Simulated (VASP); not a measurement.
Input of a VASP 6.6.1 run:

File INCAR:

```
PREC = Accurate
ENCUT = 520
EDIFF = 1E-6
ISMEAR = -1
SIGMA = 0.08
LREAL = False
LASPH = True
NELM = 80
ALGO = Normal
ISIF = 2
LWAVE = False
LCHARG = False
GGA = PE
NBANDS = 13
```

The input KPOINTS:

```
Automatic mesh
0
Gamma
  13 13 13
```

POSCAR

```
Pb
1.0
    0.0000000000      2.4698000000      2.4698000000
    2.4698000000      0.0000000000      2.4698000000
    2.4698000000      2.4698000000      0.0000000000
Pb
1
Direct
    0.0000000000      0.0000000000      0.0000000000
```

Potentials or basis: VASP PAW PBE potentials, release 64 (Pb_d).

Command:

```console
$ cat potpaw_PBE.64/Pb_d/POTCAR > POTCAR
$ mpirun -np 1 vasp_std > vasp.out
```

**Question.** What does it give for the pressure?

**Answer.** 2.7 GPa.

**Question.** Predict the band gap on the k mesh.

**Answer.** Zero (bands 7 and 8 overlap by 9.15 eV).

Caveat: spin-orbit coupling is left out, which moves the levels of the heavy elements.
